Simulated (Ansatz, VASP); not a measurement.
**One calculation of B5P, two programs**

The input INCAR:

```
  PREC = Accurate
  ENCUT = 500
  EDIFF = 1E-7
  ISMEAR = 0
  SIGMA = 0.2
  LREAL = F
  LASPH = T
  NELM = 120
  ALGO = Normal
  ISIF = 3
  LWAVE = F
  LCHARG = F
  GGA = PE
  IBRION = 2
  NSW = 36
  EDIFFG = -0.08
  GGA_COMPAT = F
  NELMIN = 4
```

KPOINTS

```
Automatic mesh
0
Gamma
  5 5 5
```

Contents of POSCAR:

```
B5P
1.0
    0.0000000000      3.1397224000      3.1397224000
    3.1397224000      0.0000000000      3.1397224000
    3.1397224000      3.1397224000      0.0000000000
B P
5 1
Direct
    0.9207145200      0.9207145200      0.9207145200
    0.9207145200      0.9207145200      0.2378564500
    0.9207145200      0.2378564500      0.9207145200
    0.2378564500      0.9207145200      0.9207145200
    0.5000000000      0.5000000000      0.5000000000
    0.7500000000      0.7500000000      0.7500000000
```

Input for Ansatz:

```yaml
crystal:
  lattice:
    - [0.0, 3.1397224, 3.1397224]
    - [3.1397224, 0.0, 3.1397224]
    - [3.1397224, 3.1397224, 0.0]
  atoms:
    - { symbol: B, position: [0.92071452, 0.92071452, 0.92071452] }
    - { symbol: B, position: [0.92071452, 0.92071452, 0.23785645] }
    - { symbol: B, position: [0.92071452, 0.23785645, 0.92071452] }
    - { symbol: B, position: [0.23785645, 0.92071452, 0.92071452] }
    - { symbol: B, position: [0.5, 0.5, 0.5] }
    - { symbol: P, position: [0.75, 0.75, 0.75] }
basis:
  ecutwfc: 420
kpoints:
  mp_grid: { grid: [5, 5, 5] }
hamiltonian:
  xc: pbe
scf:
  occupations: { method: gaussian, width: 0.2 }
  lower_state_search: "off"
output:
  forces: true
  stress: true
  eigenvalues: true
relax:
  adjacent_minimum: "off"
  f_tol: 0.08
  max_steps: 16
  cell: { stress_tol: 0.8 }
```

Alike in both runs: task relaxation of cell and atoms; functional PBE; k mesh 5 × 5 × 5; occupations gaussian, width 0.2 eV; no spin polarisation.

|  | VASP | Ansatz |
| --- | --- | --- |
| version | VASP 6.6.1 | Ansatz 0.2.0 |
| potentials or method | VASP PAW PBE potentials, release 64 (B, P), cutoff 500 eV | scalar-relativistic, plane waves, PAW |
| valence electrons in the cell | 20 | 20 |

```tsv
	VASP	Ansatz	Ansatz less VASP
gap on the k mesh at the Fermi level, each at its own relaxed structure (eV)	none	none	-
relaxed volume (Å³/atom)	12.52	12.46	-0.055
relaxed cell length with the largest relative difference (Å)	4.736	4.729	-0.0070
```

A gap of «none» marks a metal or a gap that the smearing closes.

Noted on VASP's run: the volume moved by over 15 % at a fixed basis, so the end points are rough.
